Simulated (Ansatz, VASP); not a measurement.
**One calculation of Ta, two programs**

```
Ta
1.0
    -1.63264    1.63264    1.63264
     1.63264   -1.63264    1.63264
     1.63264    1.63264   -1.63264
Ta
1
Cartesian
  0.0000 0.0000 0.0000
```

Alike in both runs: task single point; functional PBE; k mesh 18 × 18 × 18; occupations fermi-dirac, width 0.1 eV; no spin polarisation.

|  | VASP | Ansatz |
| --- | --- | --- |
| version | VASP 6.6.1 | Ansatz 0.2.0 |
| potentials or method | VASP PAW PBE potentials, release 64 (Ta_pv), cutoff 520 eV | scalar-relativistic, plane waves, PAW |
| valence electrons in the cell | 11 | 13 |

|  | VASP | Ansatz | Ansatz less VASP |
| --- | --- | --- | --- |
| gap on the k mesh at the Fermi level (eV) | none | none | - |
| pressure (GPa) | 10.9 | 10.6 | -0.27 |

A gap of «none» marks a metal or a gap that the smearing closes. VASP's potentials hold 11 valence electrons a cell and Ansatz's 13, so a difference there can come from the potentials and not from the codes.

Spin-orbit coupling is off throughout.
